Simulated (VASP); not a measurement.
# ZnAg2 (I4/mmm) in VASP: single point with PBE

Aim: the single point of ZnAg2 with PBE.

Program: VASP 6.6.1. These are calculated values, not measurements. Logs are shortened: lines on timing, memory, paths and dates and some standing lists are left out, and cuts for length are marked.

### Step 1. The cell of the first run

Symmetry: I4/mmm, No. 139, tetragonal system. Conventional cell: a = 3.123 Å, b = 3.123 Å, c = 10.266 Å, α = 90.00°, β = 90.00°, γ = 90.00°. Within 3.6 Å of Zn (site symmetry 4/mmm) lie 10 Ag at 2.74 to 3.52 Å and 4 Zn at 3.12 Å. Within 3.6 Å of Ag (site symmetry 4mm) lie 5 Zn at 2.74 to 3.52 Å and 9 Ag at 2.92 to 3.23 Å.

### Step 2. Single point, PBE

File INCAR:

```
SYSTEM = ZnAg2
  ALGO = Fast
  EDIFF = 1E-6
  ENCUT = 520
  GGA = PE
  ISIF = 2
  ISMEAR = 0
  LASPH = .True.
  LCHARG = .False.
  LREAL = .False.
  LWAVE = .False.
  NBANDS = 24
  NELM = 80
  PREC = Accurate
  SIGMA = 0.1
```

File KPOINTS:

```
k-points
0
Gamma
  18 18 18
  0 0 0
```

File POSCAR:

```
ZnAg2
1.0
   -1.5616893000      1.5616893000      5.1330818237
    1.5616893000     -1.5616893000      5.1330818237
    1.5616893000      1.5616893000     -5.1330818237
Zn Ag
1 2
Direct
    0.0000000000      0.0000000000      0.0000000000
    0.6572470801      0.6572470801      0.0000000000
    0.3427529199      0.3427529199      0.0000000000
```

Potentials or basis: VASP PAW PBE potentials, release 64 (Zn, Ag).

The run is started by

```
$ cat potpaw_PBE.64/Zn/POTCAR potpaw_PBE.64/Ag/POTCAR > POTCAR
$ mpirun -np 1 vasp_std > vasp.out
```

OUTCAR:

```text
SYSTEM = ZnAg2
   EDIFF = 1E-6
   ENCUT = 520
   GGA = PE
   ISIF = 2
   ISMEAR = 0
   LASPH = .True.
   LREAL = .False.
   NELM = 80
   PREC = Accurate

 ion  position               nearest neighbor table
   1  0.000  0.000  0.000-   2 2.74   2 2.74   2 2.74   3 2.74   2 2.74   3 2.74   3 2.74   3 2.74

   2  0.657  0.657  0.000-   1 2.74   1 2.74   1 2.74   1 2.74   3 2.92   3 2.92   3 2.92   3 2.92
                             3 3.23
   3  0.343  0.343  0.000-   1 2.74   1 2.74   1 2.74   1 2.74   2 2.92   2 2.92   2 2.92   2 2.92
                             2 3.23

  LATTYP: Found a body centered tetragonal cell.
 ALAT       =     3.1233786000
 C/A-ratio  =     3.2868777571

  Lattice vectors:

 A1 = (  -1.5616893000,   1.5616893000,   5.1330818237)
 A2 = (   1.5616893000,  -1.5616893000,   5.1330818237)
 A3 = (   1.5616893000,   1.5616893000,  -5.1330818237)

Analysis of symmetry for initial positions (statically):
=====================================================================
 Subroutine PRICEL returns:
 Original cell was already a primitive cell.

 Routine SETGRP: Setting up the symmetry group for a
 body centered tetragonal supercell.

 Subroutine GETGRP returns: Found 16 space group operations
 (whereof 16 operations were pure point group operations)
 out of a pool of 16 trial point group operations.

The static configuration has the point symmetry D_4h.

Analysis of symmetry for dynamics (positions and initial velocities):
=====================================================================
 Subroutine PRICEL returns:
 Original cell was already a primitive cell.

 Routine SETGRP: Setting up the symmetry group for a
 body centered tetragonal supercell.

 Subroutine GETGRP returns: Found 16 space group operations
 (whereof 16 operations were pure point group operations)
 out of a pool of 16 trial point group operations.

The dynamic configuration has the point symmetry D_4h.

 Subroutine INISYM returns: Found 16 space group operations
 (whereof 16 operations are pure point group operations),
 and found     1 'primitive' translations

----------------------------------------------------------------------------------------

                                     Primitive cell

  volume of cell :      50.0757

  direct lattice vectors                    reciprocal lattice vectors
    -1.561689300  1.561689300  5.133081824     0.000000000  0.320166118  0.097407370
     1.561689300 -1.561689300  5.133081824     0.320166118  0.000000000  0.097407370
     1.561689300  1.561689300 -5.133081824     0.320166118  0.320166118  0.000000000

  length of vectors
     5.588047597  5.588047597  5.588047597     0.334655851  0.334655851  0.452783266

  position of ions in fractional coordinates (direct lattice)
     0.000000000  0.000000000  0.000000000
     0.657247080  0.657247080  0.000000000
     0.342752920  0.342752920  0.000000000

  ion indices of the primitive-cell ions
   primitive index   ion index
                 1           1
                 2           2
                 3           3

----------------------------------------------------------------------------------------

 KPOINTS: k-points

Automatic generation of k-mesh.
 Grid dimensions read from file:
 generate k-points for:   18   18   18

 Generating k-lattice:

  Cartesian coordinates                     Fractional coordinates (reciprocal lattice)
     0.000000000  0.017787007  0.005411521     0.055555556  0.000000000 -0.000000000
     0.017787007  0.000000000  0.005411521     0.000000000  0.055555556 -0.000000000
     0.017787007  0.017787007  0.000000000     0.000000000  0.000000000  0.055555556

  Length of vectors
     0.018591992  0.018591992  0.025154626

  Shift w.r.t. Gamma in fractional coordinates (k-lattice)
     0.000000000  0.000000000  0.000000000

 Subroutine IBZKPT returns following result:
 ===========================================

 Found    480 irreducible k-points:

 Following reciprocal coordinates:
            Coordinates               Weight
  0.000000  0.000000  0.000000      1.000000
  0.055556 -0.000000  0.000000      8.000000
  0.111111 -0.000000  0.000000      8.000000
  0.166667 -0.000000  0.000000      8.000000
  0.222222 -0.000000  0.000000      8.000000
  0.277778 -0.000000  0.000000      8.000000
[... 16 lines left out ...]
 -0.277778  0.055556 -0.000000     16.000000
 -0.222222  0.055556 -0.000000     16.000000
 [... further k-points ...]
   k-points           NKPTS =    480   k-points in BZ     NKDIM =    480   number of bands    NBANDS=     24
   number of dos      NEDOS =    301   number of ions     NIONS =      3
   total plane-waves  NPLWV =  74088
   dimension x,y,z NGX =    42 NGY =   42 NGZ =   42
   dimension x,y,z NGXF=    84 NGYF=   84 NGZF=   84
   ions per type =               1   2
   NGX,Y,Z   is equivalent  to a cutoff of  12.50, 12.50, 12.50 a.u.
   NGXF,Y,Z  is equivalent  to a cutoff of  24.99, 24.99, 24.99 a.u.
 SYSTEM =  ZnAg2
   PREC   = accura    normal or accurate (medium, high low for compatibility)
   ISTART =      0    job   : 0-new  1-cont  2-samecut
   ICHARG =      2    charge: 1-file 2-atom 10-const
   ISPIN  =      1    spin polarized calculation?
   LNONCOLLINEAR =      F non collinear calculations
   LSORBIT =      F    spin-orbit coupling
   LASPH  =      T    aspherical Exc in radial PAW
   ENCUT  =  520.0 eV  38.22 Ry    6.18 a.u.  10.39 10.39 10.39*2*pi/ulx,y,z
   NELM   =     80;   NELMIN=  2; NELMDL= -5     # of ELM steps
   EDIFF  = 0.1E-05   stopping-criterion for ELM
   LREAL  =      F    real-space projection
   EDIFFG = 0.1E-04   stopping-criterion for IOM
   NSW    =      0    number of steps for IOM
   IBRION =     -1    ionic relax: 0-MD 1-quasi-New 2-CG
   NFREE  =      0    steps in history (QN), initial steepest desc. (CG)
   ISIF   =      2    stress and relaxation
   ISYM   =      2    0-nonsym 1-usesym 2-fastsym
   POTIM  = 0.5000    time-step for ionic-motion
   TEBEG  =    0.0;   TEEND  =   0.0 temperature during run
   PSTRESS=    0.0 pullay stress
   NELECT =      34.0000    total number of electrons
   NUPDOWN=      -1.0000    fix difference up-down
   EMIN   =  10.00;   EMAX   =-10.00  energy-range for DOS
   EFERMI =   0.00;   METHOD = LEGACY
   ISMEAR =     0;   SIGMA  =   0.10  broadening in eV -4-tet -1-fermi 0-gaus
   EFERMI_NEDOS =   21; number of points for ismear=-14 and -15
   IALGO  =     68    algorithm
   IMIX   =      4    mixing-type and parameters
     AMIX     =   0.40;   BMIX     =  1.00
     AMIX_MAG =   1.60;   BMIX_MAG =  1.00
  volume/ion in A,a.u.               =      16.69       112.64
  Fermi-wavevector in a.u.,A,eV,Ry     =   1.438882  2.719094 28.169267  2.070383
  Thomas-Fermi vector in A             =   2.557800
   LORBIT       =      0    0 simple, 1 ext, 2 COOP (PROOUT), +10 PAW based schemes
   GGA     = PE    functional components
   LHFCALC =     F    Hartree Fock is set to
   AEXX    =    0.0000 exact exchange contribution
   IVDW    =     0    specifies the selected vdW correction
   LEPSILON=     F    determine dielectric tensor
   LRPA    =     F    only Hartree local field effects (RPA)
 non-spin polarized calculation
 RMM-DIIS sequential band-by-band and
 Gauss-broadening in eV      SIGMA  =   0.10
  energy-cutoff  :      520.00
  volume of cell :       50.08
 maximum number of plane-waves:      1365
 NGX is ok and might be reduce to    42
   NGX = 21   NGY = 21   NGZ = 21

 number of electron      33.9999993 magnetization

 Free energy of the ion-electron system (eV)
  ---------------------------------------------------
  ext. energy  EPLUGINS =         0.00000000
  ---------------------------------------------------
  free energy    TOTEN  =        -6.65659235 eV

  energy without entropy =       -6.65334848  energy(sigma->0) =       -6.65497041

 E-fermi :   6.7207     XC(G=0): -11.9328

 val. band max:        6.7190351082   @ k =  -0.4444   0.5000   0.0556
 cond. band min:       6.7273019896   @ k =  -0.2222   0.3333   0.1111
 fundamental gap:      0.0082668814
 Fermi energy:         6.7207270578

 k-point     1 :       0.0000    0.0000    0.0000
  band No.  band energies     occupation
      1      -2.0548      2.00000
      2      -0.9020      2.00000
      3      -0.7867      2.00000
      4      -0.5158      2.00000
      5      -0.5158      2.00000
      6      -0.4259      2.00000
[... 16 lines left out ...]
     23      18.0519      0.00000
     24      18.2421      0.00000

 k-point     2 :       0.0556   -0.0000    0.0000
  band No.  band energies     occupation
      1      -1.9991      2.00000
      2      -0.8955      2.00000
      3      -0.7785      2.00000
      4      -0.5273      2.00000
      5      -0.5160      2.00000
      6      -0.4319      2.00000
[... 16 lines left out ...]
     23      18.1445      0.00000
     24      18.8919      0.00000

 k-point     3 :       0.1111   -0.0000    0.0000
  band No.  band energies     occupation
      1      -1.8351      2.00000
      2      -0.8785      2.00000
      3      -0.7525      2.00000
      4      -0.5595      2.00000
      5      -0.5173      2.00000
      6      -0.4497      2.00000
[... 16 lines left out ...]
     23      18.2002      0.00000
     24      20.3183      0.00000

 k-point     4 :       0.1667   -0.0000    0.0000
  band No.  band energies     occupation
      1      -1.5739      2.00000
      2      -0.8525      2.00000
      3      -0.7090      2.00000
      4      -0.6060      2.00000
      5      -0.5208      2.00000
      6      -0.4775      2.00000
[... 16 lines left out ...]
     23      18.2821      0.00000
     24      20.7247      0.00000

 k-point     5 :       0.2222   -0.0000    0.0000
  band No.  band energies     occupation
      1      -1.2530      2.00000
      2      -0.8015      2.00000
      3      -0.6689      2.00000
      4      -0.6390      2.00000
      5      -0.5275      2.00000
      6      -0.5128      2.00000
[... 16 lines left out ...]
     23      18.3894      0.00000
     24      20.4456      0.00000

 k-point     6 :       0.2778   -0.0000    0.0000
  band No.  band energies     occupation
      1      -1.0147      2.00000
      2      -0.7537      2.00000
      3      -0.5866      2.00000
      4      -0.5602      2.00000
      5      -0.5526      2.00000
      6      -0.5366      2.00000
[... 16 lines left out ...]
     23      19.0646      0.00000
     24      19.4917      0.00000
[... 379 lines left out ...]
 k-point    21 :      -0.3889    0.0556   -0.0000
  band No.  band energies     occupation
      1      -0.9177      2.00000
      2      -0.8224      2.00000
      3      -0.6342      2.00000
      4      -0.5677      2.00000
      5      -0.4896      2.00000
      6       0.2570      2.00000
[... 16 lines left out ...]
     23      19.2185      0.00000
     24      19.7566      0.00000

 k-point    22 :      -0.3333    0.0556   -0.0000
  band No.  band energies     occupation
      1      -0.9238      2.00000
      2      -0.7871      2.00000
      3      -0.6060      2.00000
      4      -0.5570      2.00000
      5      -0.5303      2.00000
      6      -0.1536      2.00000
[... 16 lines left out ...]
     23      18.7299      0.00000
     24      19.6280      0.00000

 k-point    23 :      -0.2778    0.0556   -0.0000
  band No.  band energies     occupation
      1      -0.9895      2.00000
      2      -0.7418      2.00000
      3      -0.6132      2.00000
      4      -0.5812      2.00000
      5      -0.5464      2.00000
      6      -0.5082      2.00000
[... 16 lines left out ...]
     23      19.1327      0.00000
     24      20.0124      0.00000

 k-point    24 :      -0.2222    0.0556   -0.0000
  band No.  band energies     occupation
      1      -1.2291      2.00000
      2      -0.7930      2.00000
      3      -0.6639      2.00000
      4      -0.6393      2.00000
      5      -0.5365      2.00000
      6      -0.5141      2.00000
[... 16 lines left out ...]
     23      19.1055      0.00000
     24      21.0578      0.00000

 [... further k-points ...]

------------------------ aborting loop because EDIFF is reached ----------------------------------------

  FORCE on cell =-STRESS in cart. coord.  units (eV):
  Direction    XX          YY          ZZ          XY          YZ          ZX
  --------------------------------------------------------------------------------------
  -------------------------------------------------------------------------------------
  Total       -0.0008826     -0.0008826      0.0009930      0.0000000      0.0000000     -0.0000000
  in kB       -0.0282398     -0.0282398      0.0317713      0.0000000      0.0000000     -0.0000000
  external PRESSURE =      -0.0082361 kB  Pullay stress =       0.0000000 kB

 VOLUME and BASIS-vectors are now :
 -----------------------------------------------------------------------------
  energy-cutoff  :      520.00
  volume of cell :       50.08
      direct lattice vectors                 reciprocal lattice vectors
    -1.561689300  1.561689300  5.133081824     0.000000000  0.320166118  0.097407370
     1.561689300 -1.561689300  5.133081824     0.320166118  0.000000000  0.097407370
     1.561689300  1.561689300 -5.133081824     0.320166118  0.320166118  0.000000000

 POSITION                                       TOTAL-FORCE (eV/Angst)
 -----------------------------------------------------------------------------------
      0.00000      0.00000      0.00000        -0.000000     -0.000000     -0.000000
      0.00000      0.00000      6.74741        -0.000000     -0.000000      0.018741
      0.00000      0.00000      3.51876         0.000000      0.000000     -0.018741
 -----------------------------------------------------------------------------------
    total drift:                               -0.000000      0.000000      0.000000

  FREE ENERGIE OF THE ION-ELECTRON SYSTEM (eV)
  ---------------------------------------------------
  free  energy   TOTEN  =        -6.6565923479 eV

  energy  without entropy=       -6.6533484767  energy(sigma->0) =       -6.65497041
```

Run time: 30 min. Hardware: 1 thread of Oxide Virtual Turin-like, shared host; peak memory 0.64 GiB.

What came out:

```yaml
Free_energy: -6.6566 eV
Pressure: 0.0 GPa
Largest_force: 0.019 eV/Å
Band_gap_on_the_k_mesh: zero (bands 17 and 18 overlap by 4.54 eV)
```

Forces in eV/Å, atoms in the order of the input:
```
Zn   0.000  0.000  0.000
Ag   0.000  0.000  0.019
Ag   0.000  0.000 -0.019
```

Levels at points of the mesh, in eV from the Fermi level:
| k point | band 15 | band 16 | band 17 | band 18 | band 19 | band 20 |
| --- | --- | --- | --- | --- | --- | --- |
| (0.00, 0.00, 0.00) | -4.13 | -3.78 | -1.71 | -0.65 | 8.23 | 8.23 |
| (0.50, 0.00, 0.00) | -3.78 | -2.78 | -2.05 | -1.04 | 2.30 | 6.92 |
| (0.50, 0.50, 0.00) | -3.56 | -0.68 | 1.81 | 2.03 | 2.61 | 3.10 |
| (0.50, 0.50, 0.50) | -3.73 | -3.69 | -3.69 | 4.23 | 6.52 | 6.52 |
